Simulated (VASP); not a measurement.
# InAs (F-43m) in VASP: further runs, part 2 of 2

VASP 6.6.1. Earlier steps stand in the parts before.

### Step 3. Single point, PBE

Input file INCAR:

```
PREC = Accurate
ENCUT = 520
EDIFF = 1E-6
ISMEAR = -1
SIGMA = 0.02
LREAL = False
LASPH = True
NELM = 60
ALGO = Normal
ISIF = 2
LWAVE = False
LCHARG = False
GGA = PE
ISYM = 0
NBANDS = 16
```

Input file KPOINTS:

```
Automatic mesh
0
Gamma
  6 6 6
  0.5 0.5 0.5
```

Input file POSCAR:

```
InAs
1.0
    0.0000000000      3.0545904655      3.0545904655
    3.0545904655      0.0000000000      3.0545904655
    3.0545904655      3.0545904655      0.0000000000
In As
1 1
Direct
    0.0000000000      0.0000000000      0.0000000000
    0.2500000000      0.2500000000      0.2500000000
```

Potentials or basis: VASP PAW PBE potentials, release 64 (In_d, As).

Run with:

```console
> cat potpaw_PBE.64/In_d/POTCAR potpaw_PBE.64/As/POTCAR > POTCAR
> mpirun -np 1 vasp_std > vasp.out
```

Run time: 1.9 min. Hardware: 1 thread of Intel Xeon 6975P-C (Granite Rapids), shared host; peak memory 0.5 GiB.

It converged, with:

* Free energy: -7.7055 eV
* Pressure: 2.0 GPa
* Band gap on the k mesh: 0.81 eV

Levels at points of the mesh, in eV from the valence-band top:
| k point | band 5 | band 6 | band 7 | band 8 | band 9 | band 10 | band 11 | band 12 | band 13 | band 14 |
| --- | --- | --- | --- | --- | --- | --- | --- | --- | --- | --- |
| (0.08, 0.08, 0.08) | -14.13 | -11.51 | -1.23 | 0.00 | 0.00 | 0.81 | 4.00 | 4.11 | 4.11 | 7.91 |

Caveat: spin-orbit coupling is left out, which moves the levels of the heavy elements; a shifted mesh leaves out Γ, where band edges can lie.

### Step 4. Single point, HSE06

POSCAR is that of step 3.

Input file INCAR.step1:

```
SYSTEM = InAs
  PREC = Accurate
  ENCUT = 520
  EDIFF = 1E-5
  ISMEAR = -1
  SIGMA = 0.02
  LREAL = .FALSE.
  LASPH = .TRUE.
  NELM = 100
  ALGO = Normal
  ISIF = 2
  LWAVE = .TRUE.
  LCHARG = .FALSE.
  GGA = PE
  NBANDS = 16
```

Input file INCAR.step2:

```
SYSTEM = InAs
  PREC = Accurate
  ENCUT = 520
  EDIFF = 1E-7
  ISMEAR = -1
  SIGMA = 0.02
  LREAL = .FALSE.
  LASPH = .TRUE.
  NELM = 100
  ALGO = Normal
  ISIF = 2
  LWAVE = .FALSE.
  LCHARG = .FALSE.
  GGA = PE
  LHFCALC = .TRUE.
  HFSCREEN = 0.2079
  PRECFOCK = Normal
  ISTART = 1
  NBANDS = 16
```

Input file KPOINTS:

```
regular mesh
0
G
  4 4 4
  0 0 0
```

Run with:

```console
> cat potpaw_PBE.64/In_d/POTCAR potpaw_PBE.64/As/POTCAR > POTCAR
> cp INCAR.step1 INCAR
> mpirun -np 1 vasp_std > vasp.out
> cp INCAR.step2 INCAR
> mpirun -np 1 vasp_std > vasp.out
```

It took 11 min on 1 thread of Intel Xeon 6975P-C (Granite Rapids), shared host; peak memory 0.29 GiB.

It converged, with:

* Free energy: -9.1109 eV
* Pressure: 0.0 GPa
* Band gap on the k mesh: 0.40 eV

Levels at points of the mesh, in eV from the valence-band top:
| k point | band 5 | band 6 | band 7 | band 8 | band 9 | band 10 | band 11 | band 12 | band 13 | band 14 |
| --- | --- | --- | --- | --- | --- | --- | --- | --- | --- | --- |
| (0.00, 0.00, 0.00) | -15.98 | -12.80 | 0.00 | 0.00 | 0.00 | 0.40 | 4.65 | 4.65 | 4.65 | 8.35 |
| (0.50, 0.00, 0.00) | -15.98 | -11.29 | -6.08 | -1.02 | -1.02 | 1.60 | 5.43 | 5.43 | 7.68 | 9.94 |
| (0.50, 0.50, 0.00) | -15.96 | -10.72 | -6.17 | -2.41 | -2.41 | 2.18 | 2.73 | 10.11 | 10.26 | 10.26 |

Caveat: the k points lie up to 0.45 Å⁻¹ apart; the PAW data sets were made with another functional, which shifts forces and pressure a little; spin-orbit coupling is left out, which moves the levels of the heavy elements.

### Step 5. Single point, PBE-based screened hybrid with 30 % exact exchange

POSCAR is that of step 4.

Input file INCAR.step1:

```
SYSTEM = InAs
  ALGO = Normal
  EDIFF = 1E-5
  ENCUT = 520
  GGA = PE
  ISIF = 2
  ISMEAR = -1
  LASPH = .True.
  LCHARG = .False.
  LREAL = .False.
  LWAVE = .True.
  NBANDS = 16
  NELM = 80
  PREC = Accurate
  SIGMA = 0.02
```

Input file INCAR.step2:

```
SYSTEM = InAs
  AEXX = 0.3
  ALGO = Normal
  EDIFF = 1E-6
  ENCUT = 520
  GGA = PE
  HFSCREEN = 0.2078
  ISIF = 2
  ISMEAR = -1
  ISTART = 1
  LASPH = .True.
  LCHARG = .False.
  LHFCALC = .True.
  LREAL = .False.
  LWAVE = .False.
  NBANDS = 16
  NELM = 80
  PREC = Accurate
  PRECFOCK = Normal
  SIGMA = 0.02
```

Input file KPOINTS:

```
k-points
0
Gamma
  4 4 4
  0 0 0
```

Run with:

```console
> cat potpaw_PBE.64/In_d/POTCAR potpaw_PBE.64/As/POTCAR > POTCAR
> cp INCAR.step1 INCAR
> mpirun -np 1 vasp_std > vasp.out
> cp INCAR.step2 INCAR
> mpirun -np 1 vasp_std > vasp.out
```

Wall time 6.5 min (1 thread of Intel Xeon 6975P-C (Granite Rapids), shared host); peak memory 0.29 GiB.

It converged, with:

```yaml
Free_energy: -9.4399 eV
Pressure: -0.5 GPa
Band_gap_on_the_k_mesh: 0.57 eV
```

Levels at points of the mesh, in eV from the valence-band top:
```
           k point  band 7  band 8  band 9  band 10  band 11  band 12
(0.00, 0.00, 0.00)    0.00    0.00    0.00     0.57     4.82     4.82
(0.50, 0.00, 0.00)   -6.16   -1.04   -1.04     1.75     5.60     5.60
(0.50, 0.50, 0.00)   -6.25   -2.45   -2.45     2.31     2.88    10.34
```

Caveat: the k points lie up to 0.45 Å⁻¹ apart; the PAW data sets were made with another functional, which shifts forces and pressure a little; spin-orbit coupling is left out, which moves the levels of the heavy elements.

### Step 6. Single point, PBE-based screened hybrid with 20 % exact exchange

POSCAR is that of step 5.

Input file INCAR.step1:

```
  PREC = Accurate
  ENCUT = 520
  EDIFF = 1E-5
  ISMEAR = -1
  SIGMA = 0.02
  LREAL = False
  LASPH = True
  NELM = 80
  ALGO = Normal
  ISIF = 2
  LWAVE = True
  NBANDS = 16
  GGA = PE
```

Input file INCAR.step2:

```
  PREC = Accurate
  ENCUT = 520
  EDIFF = 1E-7
  ISMEAR = -1
  SIGMA = 0.02
  LREAL = False
  LASPH = True
  NELM = 80
  ALGO = Normal
  ISIF = 2
  LWAVE = False
  LCHARG = True
  GGA = PE
  LHFCALC = True
  AEXX = 0.2
  HFSCREEN = 0.1
  PRECFOCK = Normal
  LELF = True
  LVHAR = True
  NBANDS = 16
  ISTART = 1
```

Input file KPOINTS:

```
Automatic mesh
0
Gamma
  4 4 4
```

Potentials or basis: VASP PAW PBE potentials, release 64 (In_d, As).

Run with:

```console
> cat potpaw_PBE.64/In_d/POTCAR potpaw_PBE.64/As/POTCAR > POTCAR
> cp INCAR.step1 INCAR
> mpirun -np 1 vasp_std > vasp.out
> cp INCAR.step2 INCAR
> mpirun -np 1 vasp_std > vasp.out
```

Run time: 7.1 min. Hardware: 1 thread of Intel Xeon 6975P-C (Granite Rapids), shared host; peak memory 0.29 GiB.

It converged, with:

- Free energy: -9.1475 eV
- Pressure: 0.1 GPa
- Band gap on the k mesh: 0.47 eV

Levels at points of the mesh, in eV from the valence-band top:
| k point | band 5 | band 6 | band 7 | band 8 | band 9 | band 10 | band 11 | band 12 | band 13 | band 14 |
| --- | --- | --- | --- | --- | --- | --- | --- | --- | --- | --- |
| (0.00, 0.00, 0.00) | -15.70 | -12.63 | 0.00 | 0.00 | 0.00 | 0.47 | 4.75 | 4.75 | 4.75 | 8.42 |
| (0.50, 0.00, 0.00) | -15.69 | -11.14 | -6.05 | -1.02 | -1.02 | 1.69 | 5.53 | 5.53 | 7.77 | 10.00 |
| (0.50, 0.50, 0.00) | -15.68 | -10.58 | -6.14 | -2.40 | -2.40 | 2.29 | 2.84 | 10.17 | 10.31 | 10.31 |

Caveat: the k points lie up to 0.45 Å⁻¹ apart; the PAW data sets were made with another functional, which shifts forces and pressure a little; spin-orbit coupling is left out, which moves the levels of the heavy elements.

### Step 7. Single point, PBE-based screened hybrid with 100 % exact exchange

POSCAR is that of step 6.

Input file INCAR.step1:

```
SYSTEM = InAs
ALGO     = Normal         ! electronic algorithm
EDIFF    = 1E-5           ! SCF threshold, eV
ENCUT    = 520            ! plane-wave cutoff, eV
GGA      = PE             ! functional
ISIF     = 2              ! what is computed and relaxed
ISMEAR   = -1             ! smearing method
LASPH    = .True.         ! aspherical terms in the spheres
LCHARG   = .False.        ! write CHGCAR
LREAL    = .False.        ! projectors in reciprocal space
LWAVE    = .True.         ! write WAVECAR
NBANDS   = 16             ! bands
NELM     = 60             ! most SCF steps
PREC     = Accurate       ! precision mode
SIGMA    = 0.02           ! smearing width, eV
```

Input file INCAR.step2:

```
SYSTEM = InAs
AEXX     = 1.0            ! exact-exchange fraction
AGGAC    = 1.0          
ALDAC    = 1.0          
ALGO     = Normal         ! electronic algorithm
EDIFF    = 1E-6           ! SCF threshold, eV
ENCUT    = 520            ! plane-wave cutoff, eV
GGA      = PE             ! functional
HFSCREEN = 0.5            ! screening, 1/A
ISIF     = 2              ! what is computed and relaxed
ISMEAR   = -1             ! smearing method
ISTART   = 1            
LASPH    = .True.         ! aspherical terms in the spheres
LCHARG   = .False.        ! write CHGCAR
LHFCALC  = .True.         ! exact exchange
LREAL    = .False.        ! projectors in reciprocal space
LWAVE    = .False.        ! write WAVECAR
NBANDS   = 16             ! bands
NELM     = 60             ! most SCF steps
PREC     = Accurate       ! precision mode
PRECFOCK = Normal       
SIGMA    = 0.02           ! smearing width, eV
```

Input file KPOINTS:

```
k-points
0
Gamma
  4 4 4
  0 0 0
```

Run with:

```console
> cat potpaw_PBE.64/In_d/POTCAR potpaw_PBE.64/As/POTCAR > POTCAR
> cp INCAR.step1 INCAR
> mpirun -np 1 vasp_std > vasp.out
> cp INCAR.step2 INCAR
> mpirun -np 1 vasp_std > vasp.out
```

Run time: 7.4 min. Hardware: 1 thread of Intel Xeon 6975P-C (Granite Rapids), shared host; peak memory 0.29 GiB.

Results (log left out):

| Property | Result |
| --- | --- |
| Free energy | -11.2663 eV |
| Pressure | -2.7 GPa |
| Band gap on the k mesh | 1.40 eV |

Levels at points of the mesh, in eV from the valence-band top:
| k point | band 7 | band 8 | band 9 | band 10 | band 11 | band 12 |
| --- | --- | --- | --- | --- | --- | --- |
| (0.00, 0.00, 0.00) | 0.00 | 0.00 | 0.00 | 1.40 | 5.41 | 5.41 |
| (0.50, 0.00, 0.00) | -6.27 | -1.06 | -1.06 | 2.42 | 6.14 | 6.14 |
| (0.50, 0.50, 0.00) | -6.35 | -2.51 | -2.51 | 2.68 | 3.36 | 11.29 |

Caveat: the k points lie up to 0.45 Å⁻¹ apart; the PAW data sets were made with another functional, which shifts forces and pressure a little; spin-orbit coupling is left out, which moves the levels of the heavy elements.

### Step 8. Overview

| level | k mesh | smearing | grid for exact exchange (PRECFOCK) | share of exact exchange | screening parameter | gap on the mesh (eV) | pressure (GPa) |
| --- | --- | --- | --- | --- | --- | --- | --- |
| PBE | 6 × 6 × 6 | methfessel-paxton 0.05 eV | - | - | - | none | 2.1 |
| PBE | 6 × 6 × 6, shifted | fermi-dirac 0.02 eV | - | - | - | 0.81 | 2.0 |
| HSE06 | 4 × 4 × 4 | fermi-dirac 0.02 eV | Normal | 0.25 | 0.2079 1/Å | 0.40 | 0.0 |
| PBE-based screened hybrid with 30 % exact exchange | 4 × 4 × 4 | fermi-dirac 0.02 eV | Normal | 0.3 | 0.2078 1/Å | 0.57 | -0.5 |
| PBE-based screened hybrid with 20 % exact exchange | 4 × 4 × 4 | fermi-dirac 0.02 eV | Normal | 0.2 | 0.1 1/Å | 0.47 | 0.1 |
| PBE-based screened hybrid with 100 % exact exchange | 4 × 4 × 4 | fermi-dirac 0.02 eV | Normal | 1 | 0.5 1/Å | 1.40 | -2.7 |

Alike in all rows: task single point; potentials or basis VASP PAW PBE potentials, release 64 (In_d, As); no spin polarisation; cell as given; cutoff (eV) 520.

Caveats: some runs use coarse meshes; spin-orbit coupling is left out, which moves the levels of the heavy elements; the PAW data sets were made with another functional, which shifts forces and pressure a little (at least some runs); semilocal functionals underestimate gaps, and a narrow one can read as zero (at least some runs); a shifted mesh leaves out Γ, where band edges can lie (at least some runs).

Absolute energies hang on the potentials; compare differences alone.
